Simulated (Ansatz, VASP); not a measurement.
Two plane-wave programs on CrBiF3

```
Cr Bi F
1.0
     4.17114    0.00000    0.00000
     0.00000    4.17114    0.00000
     0.00000    0.00000    4.17114
Cr Bi F
1 1 3
Direct
  0.00000 0.00000 0.00000
  0.50000 0.50000 0.50000
  0.50000 0.50000 0.00000
  0.50000 0.00000 0.50000
  0.00000 0.50000 0.50000
```

Change from the starting cell: species swapped into the Ti3InC type (Pm-3m, No. 221).

Alike in both runs: task relaxation of cell and atoms; functional PBE; k mesh 4 × 4 × 4; occupations gaussian, width 0.1 eV; collinear spin.

|  | VASP | Ansatz |
| --- | --- | --- |
| version | VASP 6.6.1 | Ansatz 0.2.0 |
| potentials or method | VASP PAW PBE potentials, release 64 (Cr_pv, Bi_d, F), cutoff 600 eV | scalar-relativistic, plane waves, PAW |
| valence electrons in the cell | 48 | 50 |

|  | VASP | Ansatz | Ansatz less VASP |
| --- | --- | --- | --- |
| gap on the k mesh at the Fermi level, each at its own relaxed structure (eV) | none | none | - |
| net moment per atom (μB) | 1.17 | 1.17 | -0.001 |
| size of the moment on the site where the two differ most (μB) | 4.50 | 4.81 | +0.318 |
| relaxed volume (Å³/atom) | 20.34 | 20.41 | +0.080 |
| relaxed cell length with the largest relative difference (Å) | 4.667 | 4.673 | +0.0061 |

Site moments also hang on the region over which each program counts them. A gap of «none» marks a metal or a gap that the smearing closes. VASP's potentials hold 48 valence electrons a cell and Ansatz's 50, so a difference there can come from the potentials and not from the codes.

The k mesh is coarse, so the values compare programs but aren't converged. Neither program's run includes spin-orbit coupling. Noted on VASP's run: the volume moved by over 15 % at a fixed basis, so the end points are rough.
